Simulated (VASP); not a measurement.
# Hf (Im-3m) in VASP: a series of runs, part 2 of 2

VASP 6.6.1.

## (5) Relaxation of cell and atoms, LDA

This run uses another cell than the first one, of 22.38 Å³/atom, 1.053 times its volume.

The input, INCAR:

```
  PREC = Accurate
  ENCUT = 600
  EDIFF = 1E-6
  ISMEAR = -1
  SIGMA = 0.1
  LREAL = False
  LASPH = True
  NELM = 100
  ALGO = Normal
  ISIF = 3
  LWAVE = False
  LCHARG = False
  IBRION = 2
  NSW = 80
  EDIFFG = -0.01
```

The input, KPOINTS:

```
regular mesh
0
Gamma
  12 12 12
```

The input, POSCAR:

```
Hf
1.0
   -1.7752869173      1.7752869173      1.7752869173
    1.7752869173     -1.7752869173      1.7752869173
    1.7752869173      1.7752869173     -1.7752869173
Hf
1
Direct
    0.0000000000      0.0000000000      0.0000000000
```

Potentials or basis: VASP PAW LDA potentials, release 64 (Hf_pv).

Started as:

```sh
$ cat potpaw_LDA.64/Hf_pv/POTCAR > POTCAR
$ mpirun -np 1 vasp_std > vasp.out
```

OUTCAR:

```text
PREC = Accurate
   ENCUT = 600
   EDIFF = 1E-6
   ISMEAR = -1
   LREAL = False
   LASPH = True
   NELM = 100
   ISIF = 3
   IBRION = 2
   NSW = 80
   EDIFFG = -0.01

 ion  position               nearest neighbor table
   1  0.000  0.000  0.000-

  LATTYP: Found a body centered cubic cell.
 ALAT       =     3.5505738346

  Lattice vectors:

 A1 = (  -1.7752869173,   1.7752869173,   1.7752869173)
 A2 = (   1.7752869173,  -1.7752869173,   1.7752869173)
 A3 = (   1.7752869173,   1.7752869173,  -1.7752869173)

Analysis of symmetry for initial positions (statically):
=====================================================================
 Subroutine PRICEL returns:
 Original cell was already a primitive cell.

[... 287 lines left out ...]
 fundamental gap:      0.0350207936
 Fermi energy:         5.0499720306

 k-point     1 :       0.0000    0.0000    0.0000
  band No.  band energies     occupation
      1     -24.2507      2.00000
      2     -24.2507      2.00000
      3     -24.2507      2.00000
      4      -2.1705      2.00000
      5       6.5824      0.00000
      6       6.5824      0.00000
      7       6.5824      0.00000
      8       9.6442      0.00000
      9       9.6442      0.00000
[... 265 lines left out ...]
 k-point    24 :       0.4167    0.0833    0.0833
  band No.  band energies     occupation
      1     -25.2965      2.00000
      2     -24.6618      2.00000
      3     -24.3336      2.00000
      4       2.0119      2.00000
      5       4.2534      1.99931
      6       6.1590      0.00003
      7       9.7704      0.00000
      8      10.6456      0.00000
      9      14.1976      0.00000

 [... further k-points ...]

------------------------ aborting loop because EDIFF is reached ----------------------------------------

  FORCE on cell =-STRESS in cart. coord.  units (eV):
  Direction    XX          YY          ZZ          XY          YZ          ZX
  --------------------------------------------------------------------------------------
  -------------------------------------------------------------------------------------
  Total        0.0025084      0.0025084      0.0025084      0.0000000     -0.0000000      0.0000000
  in kB        0.1963624      0.1963624      0.1963624      0.0000000     -0.0000000      0.0000000
  external PRESSURE =       0.1963624 kB  Pullay stress =       0.0000000 kB
[... 16 lines left out ...]
  FREE ENERGIE OF THE ION-ELECTRON SYSTEM (eV)
  ---------------------------------------------------
  free  energy   TOTEN  =       -10.5780219199 eV

  energy  without entropy=      -10.5240215559  energy(sigma->0) =      -10.55102174

 reached required accuracy - stopping structural energy minimisation
```

OSZICAR:

```text
N       E                     dE             d eps       ncg     rms          rms(c)
DAV:   1     0.779959725403E+01    0.77996E+01   -0.64087E+03  1296   0.115E+03
DAV:   2    -0.105974053643E+02   -0.18397E+02   -0.17886E+02  2037   0.143E+02
DAV:   3    -0.108866152062E+02   -0.28921E+00   -0.28196E+00  1523   0.132E+01
[... 29 lines left out ...]
       N       E                     dE             d eps       ncg     rms          rms(c)
DAV:   1    -0.105781678871E+02   -0.16181E-03   -0.37098E-03  1297   0.568E-01    0.107E-01
DAV:   2    -0.105780553056E+02    0.11258E-03   -0.14890E-04  1306   0.118E-01    0.410E-02
DAV:   3    -0.105780220696E+02    0.33236E-04   -0.10462E-04  1322   0.881E-02    0.236E-02
DAV:   4    -0.105780219199E+02    0.14976E-06   -0.85011E-07   977   0.101E-02
   4 F= -.10578022E+02 E0= -.10551022E+02  d E =-.555908E-01
```

CONTCAR:

```text
Hf
   1.00000000000000
    -1.7231778762627317    1.7231778762627317    1.7231778762627317
     1.7231778762627317   -1.7231778762627317    1.7231778762627317
     1.7231778762627317    1.7231778762627317   -1.7231778762627317
  Hf
     1
Direct
     0.0000000000000000    0.0000000000000000    0.0000000000000000

  0.00000000E+00  0.00000000E+00  0.00000000E+00
```

Run time: 24 s. Hardware: 1 thread of AMD EPYC 9R45 (Zen 5), shared host; peak memory 0.13 GiB.

What came out:

```yaml
Free_energy: -10.5780 eV
Relaxed_volume: 20.47 Å³/atom
Relaxed_cell: a = 2.985 Å, b = 2.985 Å, c = 2.985 Å, α = 109.47°, β = 109.47°, γ = 109.47°
Space_group_after_relaxing_to_0.05_Å: Im-3m (No. 229)
Energy_gained_by_relaxing: 55.6 meV/atom
Ionic_steps: 4
Pressure_after_relaxing: 0.0 GPa
Band_gap_on_the_k_mesh: zero (band 5 reaches 6.58 eV, above the bottom of band 6 at 4.33 eV)
```

The path:
| step | energy change (eV) | largest force (eV/Å) | pressure (GPa) | volume (Å³) |
| --- | --- | --- | --- | --- |
| 1 | 0.0000 | 0.0000 | -8.74 | 22.38 |
| 2 | 0.0104 | 0.0000 | 12.47 | 18.65 |
| 3 | -0.0556 | 0.0000 | -0.17 | 20.50 |
| 4 | -0.0556 | 0.0000 | 0.02 | 20.47 |

Final structure:
```
Hf
1.0
    -1.72318    1.72318    1.72318
     1.72318   -1.72318    1.72318
     1.72318    1.72318   -1.72318
Hf
1
Cartesian
  0.0000 0.0000 0.0000
```

Levels at points of the mesh, in eV from the Fermi level:
| k point | band 1 | band 2 | band 3 | band 4 | band 5 | band 6 | band 7 | band 8 | band 9 |
| --- | --- | --- | --- | --- | --- | --- | --- | --- | --- |
| (0.00, 0.00, 0.00) | -29.30 | -29.30 | -29.30 | -7.22 | 1.53 | 1.53 | 1.53 | 4.59 | 4.59 |
| (0.50, 0.00, 0.00) | -30.42 | -29.66 | -29.31 | -3.63 | -0.69 | 1.63 | 4.47 | 5.55 | 8.39 |
| (0.50, 0.50, 0.50) | -30.08 | -30.08 | -30.08 | -2.95 | -2.95 | 7.43 | 7.43 | 7.43 | 8.09 |

Caveat: spin-orbit coupling is left out, which moves the levels of the heavy elements.

## (6) Single point, LDA

This run uses another cell than the first one, of 20.44 Å³/atom, 0.962 times its volume.

The input, INCAR:

```
SYSTEM = Hf
  PREC = Accurate
  ENCUT = 520
  EDIFF = 1E-7
  ISMEAR = -1
  SIGMA = 0.1
  LREAL = .FALSE.
  LASPH = .TRUE.
  NELM = 100
  ALGO = Normal
  ISIF = 2
  LWAVE = .FALSE.
  LCHARG = .FALSE.
  NBANDS = 11
```

The input, KPOINTS:

```
regular mesh
0
G
  21 21 21
  0 0 0
```

The input, POSCAR:

```
Hf
1.0
   -1.7224997211      1.7224997211      1.7224997211
    1.7224997211     -1.7224997211      1.7224997211
    1.7224997211      1.7224997211     -1.7224997211
Hf
1
Direct
    0.0000000000      0.0000000000      0.0000000000
```

Potentials or basis: VASP PAW LDA potentials, release 64 (Hf_pv).

Started as:

```sh
$ cat potpaw_LDA.64/Hf_pv/POTCAR > POTCAR
$ mpirun -np 1 vasp_std > vasp.out
```

Run time: 28 s. Hardware: 1 thread of AMD EPYC 9R45 (Zen 5), shared host; peak memory 0.14 GiB.

Results (log left out):

```
Free energy            : -10.5762 eV
Pressure               : 0.2 GPa
Band gap on the k mesh : zero (band 5 reaches 6.59 eV, above the bottom of band 6 at 4.25 eV)
```

Levels at points of the mesh, in eV from the Fermi level:
| k point | band 3 | band 4 | band 5 | band 6 | band 7 | band 8 |
| --- | --- | --- | --- | --- | --- | --- |
| (0.00, 0.00, 0.00) | -29.31 | -7.24 | 1.52 | 1.52 | 1.52 | 4.59 |

Caveat: spin-orbit coupling is left out, which moves the levels of the heavy elements.

## (7) Overview

```tsv
task	cell	k mesh	cutoff (eV)	gap on the mesh (eV)	pressure (GPa)
single point	a = 3.023 Å, angles 109.5°, 1 atom	14 × 14 × 14	520	none	-3.9
single point	a = 3.061 Å, angles 109.5°, 1 atom	14 × 14 × 14	520	none	-7.5
single point	a = 3.098 Å, angles 109.5°, 1 atom	14 × 14 × 14	520	none	-10.5
relaxation of cell and atoms	relaxed from a = 3.075 Å, angles 109.5°, 1 atom	12 × 12 × 12	600	none	0.0
single point	a = 2.983 Å, angles 109.5°, 1 atom	21 × 21 × 21	520	none	0.2
```

Alike in all rows: level LDA; potentials or basis VASP PAW LDA potentials, release 64 (Hf_pv); no spin polarisation; smearing fermi-dirac 0.1 eV.

Caveats: spin-orbit coupling is left out, which moves the levels of the heavy elements.

Total energies depend on the potentials used, so only differences within one code and one set of settings carry meaning.
